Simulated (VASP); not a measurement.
# Ga2O3 (C2/m) in VASP: single point with PBE

Aim: the single point of Ga2O3 with PBE.

All numbers are computed with VASP 6.6.1; they aren't measurements. Logs are shortened: lines on timing, memory, paths and dates and some standing lists are left out, and cuts for length are marked.

## 1. The cell of the first run

The structure is monoclinic, space group C2/m (No. 12). The conventional cell has a = 12.295 Å, b = 3.057 Å, c = 5.836 Å, α = 90.00°, β = 103.83°, γ = 90.00°. Ga (site symmetry m) has 4 O at 1.85 to 1.88 Å within 2.4 Å. Within 2.6 Å of Ga (site symmetry m) lie 6 O at 1.95 to 2.08 Å. O (site symmetry m) has 3 Ga at 1.85 to 1.96 Å within 2.4 Å. Within 2.5 Å of O (site symmetry m) lie 4 Ga at 1.88 to 2.08 Å. Within 2.5 Å of O (site symmetry m) lie 3 Ga at 1.85 to 1.95 Å.

## 2. Single point, PBE (10.65 Å³/atom)

Contents of INCAR:

```
SYSTEM = Ga2O3
PREC = Accurate ; ENCUT = 520
EDIFF = 1E-7 ; ISMEAR = -1
SIGMA = 0.02 ; LREAL = .False.
LASPH = .True. ; NELM = 80
ALGO = Normal ; ISIF = 2
LWAVE = .False. ; LCHARG = .True.
GGA = PE ; LELF = .True.
LVHAR = .True. ; NBANDS = 55
```

Contents of KPOINTS:

```
regular mesh
0
Gamma
  10 10 6
  0 0 0
```

Contents of POSCAR:

```
Ga2O3
1.0
    6.1474448873     -1.5286069156      0.0000000000
    6.1474448873      1.5286069156      0.0000000000
   -1.3951678978      0.0000000000      5.6672946507
Ga O
4 6
Direct
    0.0911147099      0.0911147099      0.7955052901
    0.9088852901      0.9088852901      0.2044947099
    0.6587998420      0.6587998420      0.3137476455
    0.3412001580      0.3412001580      0.6862523545
    0.1668222574      0.1668222574      0.1093004114
    0.8331777426      0.8331777426      0.8906995886
    0.1727907068      0.1727907068      0.5617270180
    0.8272092932      0.8272092932      0.4382729820
    0.4960763127      0.4960763127      0.2548298294
    0.5039236873      0.5039236873      0.7451701706
```

Potentials or basis: VASP PAW PBE potentials, release 64 (Ga_d, O).

Command:

```console
$ cat potpaw_PBE.64/Ga_d/POTCAR potpaw_PBE.64/O/POTCAR > POTCAR
$ mpirun -np 1 vasp_std > vasp.out
```

OUTCAR:

```text
SYSTEM = Ga2O3
   PREC = Accurate
   ENCUT = 520
   EDIFF = 1E-7
   ISMEAR = -1
   LREAL = .False.
   LASPH = .True.
   NELM = 80
   ISIF = 2
   GGA = PE

 ion  position               nearest neighbor table
   1  0.091  0.091  0.796-   5 1.85  10 1.85  10 1.85   7 1.88
   2  0.909  0.909  0.204-   6 1.85   9 1.85   9 1.85   8 1.88
   3  0.659  0.659  0.314-   9 1.95   5 1.96   5 1.96   8 2.02   7 2.08   7 2.08
   4  0.341  0.341  0.686-  10 1.95   6 1.96   6 1.96   7 2.02   8 2.08   8 2.08
   5  0.167  0.167  0.109-   1 1.85   3 1.96   3 1.96
   6  0.833  0.833  0.891-   2 1.85   4 1.96   4 1.96
   7  0.173  0.173  0.562-   1 1.88   4 2.02   3 2.08   3 2.08
   8  0.827  0.827  0.438-   2 1.88   3 2.02   4 2.08   4 2.08
   9  0.496  0.496  0.255-   2 1.85   2 1.85   3 1.95
  10  0.504  0.504  0.745-   1 1.85   1 1.85   4 1.95

  LATTYP: Found a base centered monoclinic cell.
 ALAT       =    12.2948897746
 B/A-ratio  =     0.2486572785
 C/A-ratio  =     0.4747093499
 COS(beta)  =    -0.2390419096

  Lattice vectors:

 A1 = (   6.1474448873,  -1.5286069156,   0.0000000000)
 A2 = (   6.1474448873,   1.5286069156,   0.0000000000)
 A3 = (  -1.3951678978,   0.0000000000,   5.6672946507)

Analysis of symmetry for initial positions (statically):
=====================================================================
 Subroutine PRICEL returns:
 Original cell was already a primitive cell.

 Routine SETGRP: Setting up the symmetry group for a
 base centered monoclinic supercell.

 Subroutine GETGRP returns: Found  4 space group operations
 (whereof  4 operations were pure point group operations)
 out of a pool of  4 trial point group operations.

The static configuration has the point symmetry C_2h.

Analysis of symmetry for dynamics (positions and initial velocities):
=====================================================================
 Subroutine PRICEL returns:
 Original cell was already a primitive cell.

 Routine SETGRP: Setting up the symmetry group for a
 base centered monoclinic supercell.

 Subroutine GETGRP returns: Found  4 space group operations
 (whereof  4 operations were pure point group operations)
 out of a pool of  4 trial point group operations.

The dynamic configuration has the point symmetry C_2h.

 Subroutine INISYM returns: Found  4 space group operations
 (whereof  4 operations are pure point group operations),
 and found     1 'primitive' translations

----------------------------------------------------------------------------------------

                                     Primitive cell

  volume of cell :     106.5114

  direct lattice vectors                    reciprocal lattice vectors
     6.147444887 -1.528606916  0.000000000     0.081334605 -0.327095210  0.020022857
     6.147444887  1.528606916  0.000000000     0.081334605  0.327095210  0.020022857
    -1.395167898  0.000000000  5.667294651     0.000000000  0.000000000  0.176451034

  length of vectors
     6.334644248  6.334644248  5.836499132     0.337649980  0.337649980  0.176451034

  position of ions in fractional coordinates (direct lattice)
     0.091114710  0.091114710  0.795505290
     0.908885290  0.908885290  0.204494710
     0.658799842  0.658799842  0.313747646
     0.341200158  0.341200158  0.686252354
     0.166822257  0.166822257  0.109300411
     0.833177743  0.833177743  0.890699589
     0.172790707  0.172790707  0.561727018
     0.827209293  0.827209293  0.438272982
     0.496076313  0.496076313  0.254829829
     0.503923687  0.503923687  0.745170171

  ion indices of the primitive-cell ions
   primitive index   ion index
                 1           1
                 2           2
                 3           3
                 4           4
                 5           5
                 6           6
                 7           7
                 8           8
                 9           9
                10          10

----------------------------------------------------------------------------------------

 KPOINTS: regular mesh

Automatic generation of k-mesh.
 Grid dimensions read from file:
 generate k-points for:   10   10    6

 Generating k-lattice:

  Cartesian coordinates                     Fractional coordinates (reciprocal lattice)
     0.008133460 -0.032709521  0.002002286     0.100000000  0.000000000  0.000000000
     0.008133460  0.032709521  0.002002286     0.000000000  0.100000000  0.000000000
     0.000000000  0.000000000  0.029408506     0.000000000  0.000000000  0.166666667

  Length of vectors
     0.033764998  0.033764998  0.029408506

  Shift w.r.t. Gamma in fractional coordinates (k-lattice)
     0.000000000  0.000000000  0.000000000

 Subroutine IBZKPT returns following result:
 ===========================================

 Found    172 irreducible k-points:

 Following reciprocal coordinates:
            Coordinates               Weight
  0.000000  0.000000  0.000000      1.000000
  0.100000  0.000000  0.000000      4.000000
  0.200000  0.000000  0.000000      4.000000
  0.300000  0.000000  0.000000      4.000000
  0.400000  0.000000  0.000000      4.000000
  0.500000 -0.000000 -0.000000      2.000000
[... 16 lines left out ...]
  0.300000  0.300000  0.000000      2.000000
  0.400000  0.300000  0.000000      4.000000
 [... further k-points ...]
   k-points           NKPTS =    172   k-points in BZ     NKDIM =    172   number of bands    NBANDS=     55
   number of dos      NEDOS =    301   number of ions     NIONS =     10
   total plane-waves  NPLWV = 110592
   dimension x,y,z NGX =    48 NGY =   48 NGZ =   48
   dimension x,y,z NGXF=    96 NGYF=   96 NGZF=   96
   ions per type =               4   6
   NGX,Y,Z   is equivalent  to a cutoff of  12.60, 12.60, 13.67 a.u.
   NGXF,Y,Z  is equivalent  to a cutoff of  25.19, 25.19, 27.34 a.u.
 SYSTEM =  Ga2O3
   PREC   = accura    normal or accurate (medium, high low for compatibility)
   ISTART =      0    job   : 0-new  1-cont  2-samecut
   ICHARG =      2    charge: 1-file 2-atom 10-const
   ISPIN  =      1    spin polarized calculation?
   LNONCOLLINEAR =      F non collinear calculations
   LSORBIT =      F    spin-orbit coupling
   LASPH  =      T    aspherical Exc in radial PAW
   ENCUT  =  520.0 eV  38.22 Ry    6.18 a.u.  11.78 11.78 10.85*2*pi/ulx,y,z
   NELM   =     80;   NELMIN=  2; NELMDL= -5     # of ELM steps
   EDIFF  = 0.1E-06   stopping-criterion for ELM
   LREAL  =      F    real-space projection
   EDIFFG = 0.1E-05   stopping-criterion for IOM
   NSW    =      0    number of steps for IOM
   IBRION =     -1    ionic relax: 0-MD 1-quasi-New 2-CG
   NFREE  =      0    steps in history (QN), initial steepest desc. (CG)
   ISIF   =      2    stress and relaxation
   ISYM   =      2    0-nonsym 1-usesym 2-fastsym
   POTIM  = 0.5000    time-step for ionic-motion
   TEBEG  =    0.0;   TEEND  =   0.0 temperature during run
   PSTRESS=    0.0 pullay stress
   NELECT =      88.0000    total number of electrons
   NUPDOWN=      -1.0000    fix difference up-down
   EMIN   =  10.00;   EMAX   =-10.00  energy-range for DOS
   EFERMI =   0.00;   METHOD = LEGACY
   ISMEAR =    -1;   SIGMA  =   0.02  broadening in eV -4-tet -1-fermi 0-gaus
   EFERMI_NEDOS =   21; number of points for ismear=-14 and -15
   IALGO  =     38    algorithm
   IMIX   =      4    mixing-type and parameters
     AMIX     =   0.40;   BMIX     =  1.00
     AMIX_MAG =   1.60;   BMIX_MAG =  1.00
  volume/ion in A,a.u.               =      10.65        71.88
  Fermi-wavevector in a.u.,A,eV,Ry     =   1.536162  2.902925 32.106935  2.359793
  Thomas-Fermi vector in A             =   2.642849
   LORBIT       =      0    0 simple, 1 ext, 2 COOP (PROOUT), +10 PAW based schemes
   GGA     = PE    functional components
   LHFCALC =     F    Hartree Fock is set to
   AEXX    =    0.0000 exact exchange contribution
   IVDW    =     0    specifies the selected vdW correction
   LEPSILON=     F    determine dielectric tensor
   LRPA    =     F    only Hartree local field effects (RPA)
 non-spin polarized calculation
  energy-cutoff  :      520.00
  volume of cell :      106.51
 maximum number of plane-waves:      2892
   NGX = 23   NGY = 23   NGZ = 21

 number of electron      88.0000006 magnetization

 Free energy of the ion-electron system (eV)
  ---------------------------------------------------
  ext. energy  EPLUGINS =         0.00000000
  ---------------------------------------------------
  free energy    TOTEN  =       -59.61755792 eV

  energy without entropy =      -59.61755792  energy(sigma->0) =      -59.61755792

 E-fermi :   4.1798     XC(G=0): -11.5404

 val. band max:        3.7181541733   @ k =   0.5000   0.4000   0.5000
 cond. band min:       5.9327529368   @ k =   0.0000   0.0000   0.0000
 fundamental gap:      2.2145987635
 Fermi energy:         4.1798302456

 k-point     1 :       0.0000    0.0000    0.0000
  band No.  band energies     occupation
      1     -15.0956      2.00000
      2     -13.9603      2.00000
      3     -13.9361      2.00000
      4     -13.8194      2.00000
      5     -13.3695      2.00000
      6     -13.3573      2.00000
[... 47 lines left out ...]
     54      15.9034      0.00000
     55      16.1321      0.00000

 k-point     2 :       0.1000    0.0000    0.0000
  band No.  band energies     occupation
      1     -15.0196      2.00000
      2     -13.9422      2.00000
      3     -13.9294      2.00000
      4     -13.7661      2.00000
      5     -13.3711      2.00000
      6     -13.3573      2.00000
[... 47 lines left out ...]
     54      15.2610      0.00000
     55      15.5106      0.00000

 k-point     3 :       0.2000    0.0000    0.0000
  band No.  band energies     occupation
      1     -14.8061      2.00000
      2     -13.9189      2.00000
      3     -13.8546      2.00000
      4     -13.6700      2.00000
      5     -13.3732      2.00000
      6     -13.3570      2.00000
[... 1152 lines left out ...]
 k-point    23 :       0.3000    0.3000    0.0000
  band No.  band energies     occupation
      1     -14.9411      2.00000
      2     -14.3359      2.00000
      3     -13.9479      2.00000
      4     -13.6073      2.00000
      5     -13.3760      2.00000
      6     -13.3557      2.00000
[... 47 lines left out ...]
     54      15.8238      0.00000
     55      15.9752      0.00000

 k-point    24 :       0.4000    0.3000    0.0000
  band No.  band energies     occupation
      1     -14.8235      2.00000
      2     -14.3658      2.00000
      3     -13.9157      2.00000
      4     -13.5796      2.00000
      5     -13.3740      2.00000
      6     -13.3563      2.00000
[... 47 lines left out ...]
     54      14.9303      0.00000
     55      16.1467      0.00000

 [... further k-points ...]

------------------------ aborting loop because EDIFF is reached ----------------------------------------

  FORCE on cell =-STRESS in cart. coord.  units (eV):
  Direction    XX          YY          ZZ          XY          YZ          ZX
  --------------------------------------------------------------------------------------
  -------------------------------------------------------------------------------------
  Total        3.5194122      3.7404198      3.5475222      0.0000000      0.0000000      0.1210228
  in kB       52.9400640     56.2645272     53.3629040      0.0000000      0.0000000      1.8204612
  external PRESSURE =      54.1891651 kB  Pullay stress =       0.0000000 kB

 VOLUME and BASIS-vectors are now :
 -----------------------------------------------------------------------------
  energy-cutoff  :      520.00
  volume of cell :      106.51
      direct lattice vectors                 reciprocal lattice vectors
     6.147444887 -1.528606916  0.000000000     0.081334605 -0.327095210  0.020022857
     6.147444887  1.528606916  0.000000000     0.081334605  0.327095210  0.020022857
    -1.395167898  0.000000000  5.667294651     0.000000000  0.000000000  0.176451034

 POSITION                                       TOTAL-FORCE (eV/Angst)
 -----------------------------------------------------------------------------------
      0.01038      0.00000      4.50836         0.002365      0.000000      0.005203
     10.88934      0.00000      1.15893        -0.002365      0.000000     -0.005203
      7.66214      0.00000      1.77810        -0.002969      0.000000     -0.004979
      3.23758      0.00000      3.88919         0.002969      0.000000      0.004979
      1.89857      0.00000      0.61944         0.020185      0.000000     -0.018286
      9.00115      0.00000      5.04786        -0.020185      0.000000      0.018286
      1.34074      0.00000      3.18347        -0.015468      0.000000      0.004723
      9.55898      0.00000      2.48382         0.015468      0.000000     -0.004723
      5.74367      0.00000      1.44420         0.001745      0.000000      0.004534
      5.15605      0.00000      4.22310        -0.001745      0.000000     -0.004534
 -----------------------------------------------------------------------------------
    total drift:                                0.000000     -0.000000     -0.000000

  FREE ENERGIE OF THE ION-ELECTRON SYSTEM (eV)
  ---------------------------------------------------
  free  energy   TOTEN  =       -59.6175579245 eV

  energy  without entropy=      -59.6175579245  energy(sigma->0) =      -59.61755792
```

Wall time 62 min (1 thread of Oxide Virtual Turin-like, shared host); peak memory 0.8 GiB.

What came out:

```
Free energy            : -59.6176 eV
Pressure               : 5.4 GPa
Largest force          : 0.027 eV/Å
Band gap on the k mesh : 2.21 eV (least direct gap 2.25 eV)
```

Forces in eV/Å, atoms in the order of the input:
```
Ga   0.002  0.000  0.005
Ga  -0.002  0.000 -0.005
Ga  -0.003  0.000 -0.005
Ga   0.003  0.000  0.005
O    0.020  0.000 -0.018
O   -0.020  0.000  0.018
O   -0.015  0.000  0.005
O    0.015  0.000 -0.005
O    0.002  0.000  0.005
O   -0.002  0.000 -0.005
```

Caveat: the cell stands under pressure. A k mesh can miss the band edges.
